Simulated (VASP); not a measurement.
Runs of VASP 6.6.1 on BN (ref). The structure is that of space group P6_3/mmc (No. 194), or close to it. The cells are those of the table. 

```csv
task,cell,k mesh,cutoff (eV),smearing,gap on the mesh (eV),pressure (GPa)
single point,"a = 2.500, b = 2.500, c = 6.872 Å, angles 90.0, 90.0, 120.0°, 4 atoms",9 × 9 × 6,520,gaussian 0.1 eV,(b),0.7
single point,"a = 2.500, b = 2.500, c = 6.886 Å, angles 90.0, 90.0, 120.0°, 4 atoms",15 × 15 × 6,520,gaussian 0.02 eV,(a),0.6
relaxation of cell and atoms,"relaxed from a = 2.550, b = 2.550, c = 4.210 Å, angles 90.0, 90.0, 120.0°, 4 atoms",9 × 9 × 6,600,gaussian 0.1 eV,4.83,-0.2
single point,"a = 2.550, b = 2.550, c = 4.210 Å, angles 90.0, 90.0, 120.0°, 4 atoms",9 × 9 × 4,520,gaussian 0.1 eV,3.97,25.3
```

Alike in all rows: level r2SCAN; potentials or basis VASP PAW PBE potentials, release 64 (B, N); no spin polarisation.

Q: Estimate the missing entries.

A: (a) 4.98; (b) 5.06.

Caveats: the PAW data sets were made with another functional, which shifts forces and pressure a little.

A k mesh can miss the band edges.
